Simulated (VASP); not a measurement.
# W2N3: single point with PBEsol

Crystal: W2N3.

```
W N
1.0
    -1.44233   -2.49819    0.00000
     1.44233   -2.49819    0.00000
     0.00000   -0.83290   15.89440
W N
4 6
Direct
  0.22353 0.22353 0.65871
  0.60977 0.60977 0.34129
  0.64021 0.64021 0.15871
  0.19309 0.19309 0.84129
  0.26479 0.26479 0.41118
  0.56851 0.56851 0.58882
  0.51477 0.51477 0.91118
  0.31853 0.31853 0.08882
  0.29166 0.29166 0.25000
  0.54164 0.54164 0.75000
```

This cell differs from its parent crystal: the part above a cut slid along it.

```json
{
  "Program": "VASP 6.6.1",
  "Task": "single point",
  "Functional": "PBEsol",
  "Potentials or basis": "VASP PAW PBE potentials, release 64 (W_sv, N)",
  "Cutoff": "520 eV",
  "k mesh": "15 × 15 × 3",
  "Occupations": "gaussian, width 0.15 eV",
  "Spin": "no spin polarisation"
}
```

```yaml
Pressure: 1.7 GPa
Largest_force: 0.220 eV/Å
Band_gap_on_the_k_mesh: zero (bands 43 and 44 overlap by 1.66 eV)
```

Forces in eV/Å, atoms in the order of the input:
```
W    0.000 -0.010  0.039
W    0.000  0.010 -0.039
W    0.000 -0.053  0.109
W    0.000  0.053 -0.109
N    0.000 -0.008  0.164
N    0.000  0.008 -0.164
N    0.000 -0.054  0.213
N    0.000  0.054 -0.213
N    0.000 -0.008 -0.028
N    0.000  0.008  0.028
```

Stress tensor (GPa, compression positive):
```
 1.56  0.00  0.00
 0.00  1.74 -0.25
 0.00 -0.25  1.81
```

Levels at points of the mesh, in eV from the Fermi level:
```tsv
k point	band 42	band 43	band 44	band 45	band 46	band 47
(0.00, 0.00, 0.00)	0.43	0.43	0.44	0.44	1.47	1.98
```

Run time: 42 min on 1 thread of Oxide Virtual Turin-like Processor, on a shared host, peak memory 0.81 GiB.

Caveat: the cell differs from its parent crystal (the part above a cut slid along it); the PAW data sets were made with another functional, which shifts forces and pressure a little; spin-orbit coupling is left out, which moves the levels of the heavy elements.
